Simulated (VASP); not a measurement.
# Ge (Fd-3m) in VASP: notebook

Runs on Ge. Level: PBE. Tasks: single point.

Program: VASP 6.6.1. These are calculated values, not measurements. Logs are shortened: lines on timing, memory, paths and dates and some standing lists are left out, and cuts for length are marked.

## Step 1: The cell of the first run

The structure is cubic, space group Fd-3m (No. 227). The conventional cell has a = 4.270 Å, b = 4.270 Å, c = 4.270 Å, α = 90.00°, β = 90.00°, γ = 90.00°. Within 2.5 Å of Ge (site symmetry -43m) lie 4 Ge at 1.85 Å.

## Step 2: Single point, PBE

Contents of INCAR:

```
ALGO = Normal
EDIFF = 1E-6
ENCUT = 520
GGA = PE
ISIF = 2
ISMEAR = -1
LASPH = True
LCHARG = False
LREAL = False
LWAVE = False
NBANDS = 21
NELM = 100
PREC = Accurate
SIGMA = 0.1
```

Contents of KPOINTS:

```
k-points
0
Gamma
  15 15 15
```

Contents of POSCAR:

```
Ge
1.0
    0.0000000000      2.1349718765      2.1349718765
    2.1349718765      0.0000000000      2.1349718765
    2.1349718765      2.1349718765      0.0000000000
Ge
2
Direct
   -0.1250000000     -0.1250000000     -0.1250000000
    0.1250000000      0.1250000000      0.1250000000
```

Potentials or basis: VASP PAW PBE potentials, release 64 (Ge_d).

Started as:

```sh
$ cat potpaw_PBE.64/Ge_d/POTCAR > POTCAR
$ mpirun -np 1 vasp_std > vasp.out
```

OUTCAR:

```text
EDIFF = 1E-6
   ENCUT = 520
   GGA = PE
   ISIF = 2
   ISMEAR = -1
   LASPH = True
   LREAL = False
   NELM = 100
   PREC = Accurate

 ion  position               nearest neighbor table
   1  0.875  0.875  0.875-   2 1.85   2 1.85   2 1.85   2 1.85
   2  0.125  0.125  0.125-   1 1.85   1 1.85   1 1.85   1 1.85

  LATTYP: Found a face centered cubic cell.
 ALAT       =     4.2699437530

  Lattice vectors:

 A1 = (   0.0000000000,   2.1349718765,   2.1349718765)
 A2 = (   2.1349718765,   0.0000000000,   2.1349718765)
 A3 = (   2.1349718765,   2.1349718765,   0.0000000000)

Analysis of symmetry for initial positions (statically):
=====================================================================
 Subroutine PRICEL returns:
 Original cell was already a primitive cell.

 Routine SETGRP: Setting up the symmetry group for a
 face centered cubic supercell.

 Subroutine GETGRP returns: Found 48 space group operations
 (whereof 12 operations were pure point group operations)
 out of a pool of 48 trial point group operations.

The static configuration has the point symmetry D_3d.
 The point group associated with its full space group is O_h .

Analysis of symmetry for dynamics (positions and initial velocities):
=====================================================================
 Subroutine PRICEL returns:
 Original cell was already a primitive cell.

 Routine SETGRP: Setting up the symmetry group for a
 face centered cubic supercell.

 Subroutine GETGRP returns: Found 48 space group operations
 (whereof 12 operations were pure point group operations)
 out of a pool of 48 trial point group operations.

The dynamic configuration has the point symmetry D_3d.
 The point group associated with its full space group is O_h .

 Subroutine INISYM returns: Found 48 space group operations
 (whereof 12 operations are pure point group operations),
 and found     1 'primitive' translations

----------------------------------------------------------------------------------------

                                     Primitive cell

  volume of cell :      19.4629

  direct lattice vectors                    reciprocal lattice vectors
     0.000000000  2.134971876  2.134971876    -0.234195122  0.234195122  0.234195122
[... 74 lines left out ...]
   NGX,Y,Z   is equivalent  to a cutoff of  13.21, 13.21, 13.21 a.u.
   NGXF,Y,Z  is equivalent  to a cutoff of  26.43, 26.43, 26.43 a.u.
 SYSTEM =  unknown system
   PREC   = accura    normal or accurate (medium, high low for compatibility)
   ISTART =      0    job   : 0-new  1-cont  2-samecut
   ICHARG =      2    charge: 1-file 2-atom 10-const
   ISPIN  =      1    spin polarized calculation?
   LNONCOLLINEAR =      F non collinear calculations
   LSORBIT =      F    spin-orbit coupling
   LASPH  =      T    aspherical Exc in radial PAW
   ENCUT  =  520.0 eV  38.22 Ry    6.18 a.u.   5.61  5.61  5.61*2*pi/ulx,y,z
   NELM   =    100;   NELMIN=  2; NELMDL= -5     # of ELM steps
   EDIFF  = 0.1E-05   stopping-criterion for ELM
   LREAL  =      F    real-space projection
   EDIFFG = 0.1E-04   stopping-criterion for IOM
   NSW    =      0    number of steps for IOM
   IBRION =     -1    ionic relax: 0-MD 1-quasi-New 2-CG
   NFREE  =      0    steps in history (QN), initial steepest desc. (CG)
   ISIF   =      2    stress and relaxation
   ISYM   =      2    0-nonsym 1-usesym 2-fastsym
   POTIM  = 0.5000    time-step for ionic-motion
   TEBEG  =    0.0;   TEEND  =   0.0 temperature during run
   PSTRESS=    0.0 pullay stress
   NELECT =      28.0000    total number of electrons
   NUPDOWN=      -1.0000    fix difference up-down
   EMIN   =  10.00;   EMAX   =-10.00  energy-range for DOS
   EFERMI =   0.00;   METHOD = LEGACY
   ISMEAR =    -1;   SIGMA  =   0.10  broadening in eV -4-tet -1-fermi 0-gaus
   EFERMI_NEDOS =   21; number of points for ismear=-14 and -15
   IALGO  =     38    algorithm
   IMIX   =      4    mixing-type and parameters
     AMIX     =   0.40;   BMIX     =  1.00
     AMIX_MAG =   1.60;   BMIX_MAG =  1.00
  volume/ion in A,a.u.               =       9.73        65.67
  Fermi-wavevector in a.u.,A,eV,Ry     =   1.848100  3.492402 46.470315  3.415472
  Thomas-Fermi vector in A             =   2.898789
   LORBIT       =      0    0 simple, 1 ext, 2 COOP (PROOUT), +10 PAW based schemes
   GGA     = PE    functional components
   LHFCALC =     F    Hartree Fock is set to
   AEXX    =    0.0000 exact exchange contribution
   IVDW    =     0    specifies the selected vdW correction
   LEPSILON=     F    determine dielectric tensor
   LRPA    =     F    only Hartree local field effects (RPA)
 non-spin polarized calculation
  energy-cutoff  :      520.00
  volume of cell :       19.46
 maximum number of plane-waves:       534
   NGX = 11   NGY = 11   NGZ = 11

 number of electron      28.0000024 magnetization

 Free energy of the ion-electron system (eV)
  ---------------------------------------------------
  ext. energy  EPLUGINS =         0.00000000
  ---------------------------------------------------
  free energy    TOTEN  =         6.99958796 eV

  energy without entropy =        7.00873509  energy(sigma->0) =        7.00416152

 E-fermi :  17.1926     XC(G=0): -14.7149

 val. band max:       17.1415785120   @ k =  -0.4000   0.4000   0.0000
 cond. band min:      17.2398101828   @ k =   0.0667   0.0667   0.0000
 fundamental gap:      0.0982316708
 Fermi energy:        17.1925631345

 k-point     1 :       0.0000    0.0000    0.0000
  band No.  band energies     occupation
      1     -11.2350      2.00000
      2     -11.2350      2.00000
      3     -11.2350      2.00000
      4     -11.1274      2.00000
      5     -11.1274      2.00000
      6      -9.7187      2.00000
[... 565 lines left out ...]
     20      29.8176      0.00000
     21      30.4526      0.00000

 [... further k-points ...]
[... 5 lines left out ...]
  --------------------------------------------------------------------------------------
  -------------------------------------------------------------------------------------
  Total       50.3793245     50.3793245     50.3793245     -0.0000000     -0.0000000      0.0000000
  in kB     4147.2140534   4147.2140534   4147.2140534     -0.0000000     -0.0000000      0.0000000
  external PRESSURE =    4147.2140534 kB  Pullay stress =       0.0000000 kB

 VOLUME and BASIS-vectors are now :
 -----------------------------------------------------------------------------
  energy-cutoff  :      520.00
  volume of cell :       19.46
      direct lattice vectors                 reciprocal lattice vectors
     0.000000000  2.134971876  2.134971876    -0.234195122  0.234195122  0.234195122
     2.134971876  0.000000000  2.134971876     0.234195122 -0.234195122  0.234195122
     2.134971876  2.134971876  0.000000000     0.234195122  0.234195122 -0.234195122

 POSITION                                       TOTAL-FORCE (eV/Angst)
 -----------------------------------------------------------------------------------
      3.73620      3.73620      3.73620         0.000000      0.000000      0.000000
      0.53374      0.53374      0.53374        -0.000000     -0.000000     -0.000000
 -----------------------------------------------------------------------------------
    total drift:                                0.000000      0.000000      0.000000

  FREE ENERGIE OF THE ION-ELECTRON SYSTEM (eV)
  ---------------------------------------------------
  free  energy   TOTEN  =         6.9995879636 eV

  energy  without entropy=        7.0087350863  energy(sigma->0) =        7.00416152
```

stdout:

```text
POSCAR found type information on POSCAR Ge
 POSCAR found :  1 types and       2 ions
 scaLAPACK will be used
 LDA part: xc-table for (Slater+PW92), standard interpolation
 POSCAR, INCAR and KPOINTS ok, starting setup
 FFT: planning ... GRIDC
 FFT: planning ... GRID_SOFT
 FFT: planning ... GRID
 WAVECAR not read
 entering main loop
```

It took 14 s on 1 thread of Intel Xeon 6975P-C (Granite Rapids), shared host; peak memory 0.16 GiB.

Results:

* Free energy: 6.9996 eV
* Pressure: 414.7 GPa
* Band gap on the k mesh: zero (band 14 reaches 18.58 eV, above the bottom of band 15 at 16.56 eV)

## Step 3: Single point, PBE

Contents of INCAR:

```
ALGO = Normal ; EDIFF = 1E-6
ENCUT = 520 ; GGA = PE
ISIF = 2 ; ISMEAR = -1
LASPH = True ; LCHARG = False
LREAL = False ; LWAVE = False
NBANDS = 21 ; NELM = 100
PREC = Accurate ; SIGMA = 0.1
```

KPOINTS is that of step 2.

Contents of POSCAR:

```
Ge
1.0
    0.0000000000      2.1353425682      2.1353425682
    2.1353425682      0.0000000000      2.1353425682
    2.1353425682      2.1353425682      0.0000000000
Ge
2
Direct
   -0.1250000000     -0.1250000000     -0.1250000000
    0.1250000000      0.1250000000      0.1250000000
```

Potentials or basis: VASP PAW PBE potentials, release 64 (Ge_d).

Started as:

```sh
$ cat potpaw_PBE.64/Ge_d/POTCAR > POTCAR
$ mpirun -np 1 vasp_std > vasp.out
```

Run time: 14 s. Hardware: 1 thread of Intel Xeon 6975P-C (Granite Rapids), shared host; peak memory 0.16 GiB.

Results (log left out):

- Free energy: 6.9734 eV
- Pressure: 414.0 GPa
- Band gap on the k mesh: zero (band 14 reaches 18.56 eV, above the bottom of band 15 at 16.55 eV)

Levels at points of the mesh, in eV from the Fermi level:
```csv
k point,band 12,band 13,band 14,band 15,band 16,band 17
"(0.00, 0.00, 0.00)",1.38,1.38,1.38,3.22,3.22,3.22
```
